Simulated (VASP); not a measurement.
Wanted: the native input for a VASP 6.6.1 run.

```
Task                   : single point
Functional             : LDA
Potentials or basis    : VASP PAW LDA potentials, release 64 (Te, Mo_sv)
Cutoff                 : 520 eV
k mesh                 : 9 × 9 × 2
Occupations            : gaussian, width 0.05 eV
Spin                   : no spin polarisation
Dipole correction      : no
Further INCAR settings : ALGO = Normal; EDIFF = 1e-07; NBANDS = 20
```

The structure of Te2Mo lies in POSCAR:

```
Te2Mo
1.0
    3.5602328140      0.0000000000      0.0000000000
   -1.7801164070      3.0832520603      0.0000000000
    0.0000000000      0.0000000000     18.0497795546
Te Mo
2 1
Direct
    0.3333333333      0.6666666667      0.8978554500
    0.3333333333      0.6666666667      0.1021445500
    0.0000000000      0.0000000000      0.0000000000
```

This cell differs from its parent crystal: strain +0.0300 x Voigt [0, 0, 1, 0, 0, 0].

These files were run (other wordings do the same):

INCAR

```
  PREC = Accurate
  ENCUT = 520
  EDIFF = 1E-7
  ISMEAR = 0
  SIGMA = 0.05
  LREAL = F
  LASPH = T
  NELM = 100
  ALGO = Normal
  ISIF = 2
  LWAVE = F
  LCHARG = T
  GGA = CA
  LELF = T
  LVHAR = T
  NBANDS = 20
```

KPOINTS

```
regular mesh
0
Gamma
  9 9 2
```

Potentials or basis: VASP PAW LDA potentials, release 64 (Te, Mo_sv).

The run is started by

```sh
$ cat potpaw_LDA.64/Te/POTCAR potpaw_LDA.64/Mo_sv/POTCAR > POTCAR
$ mpirun -np 1 vasp_std > vasp.out
```

Results of the run:

```yaml
Largest_force: 1.040 eV/Å
Band_gap_on_the_k_mesh: 1.10 eV
```

Caveat: the cell differs from its parent crystal (strain +0.0300 x Voigt [0, 0, 1, 0, 0, 0]); spin-orbit coupling is left out, which moves the levels of the heavy elements.

It took 2 min on 1 thread of AMD EPYC 7R13 Processor (Zen 3), on a shared host, peak memory 0.26 GiB.
